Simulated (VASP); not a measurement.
Here is a VASP 6.6.1 calculation.

Contents of POSCAR:

```
Cu
1.0
   -1.4476911077      1.4476911077      1.3693140242
    1.4476911077     -1.4476911077      1.3693140242
    1.4476911077      1.4476911077     -1.3693140242
Cu
1
Direct
    0.0000000000      0.0000000000      0.0000000000
```

The input INCAR.step1:

```
PREC = Accurate
ENCUT = 520
ISMEAR = 0
SIGMA = 0.1
LREAL = False
LASPH = True
NELM = 100
NBANDS = 12
GGA = PE
ALGO = Normal
EDIFF = 1E-4
LWAVE = True
LCHARG = False
```

File INCAR.step2:

```
PREC = Accurate
ENCUT = 520
EDIFF = 1E-6
ISMEAR = 0
SIGMA = 0.1
LREAL = False
LASPH = True
NELM = 100
ALGO = Normal
ISIF = 2
LWAVE = False
LCHARG = False
METAGGA = R2SCAN
LMIXTAU = True
NBANDS = 12
ISTART = 1
```

The input KPOINTS:

```
Automatic mesh
0
Gamma
  20 20 20
```

Potentials or basis: VASP PAW PBE potentials, release 64 (Cu).

The run is started by

```console
$ cat potpaw_PBE.64/Cu/POTCAR > POTCAR
$ cp INCAR.step1 INCAR
$ mpirun -np 1 vasp_std > vasp.out
$ cp INCAR.step2 INCAR
$ mpirun -np 1 vasp_std > vasp.out
```

Question: Estimate the pressure.

Answer: 0.7 GPa.

Question: Estimate the band gap on the k mesh.

Answer: Zero (an odd number of electrons rules out a gap without spin polarisation).

Stress tensor (GPa, compression positive):
```
0.72 0.00 0.00
0.00 0.72 0.00
0.00 0.00 0.61
```

Caveat: the PAW data sets were made with another functional, which shifts forces and pressure a little.
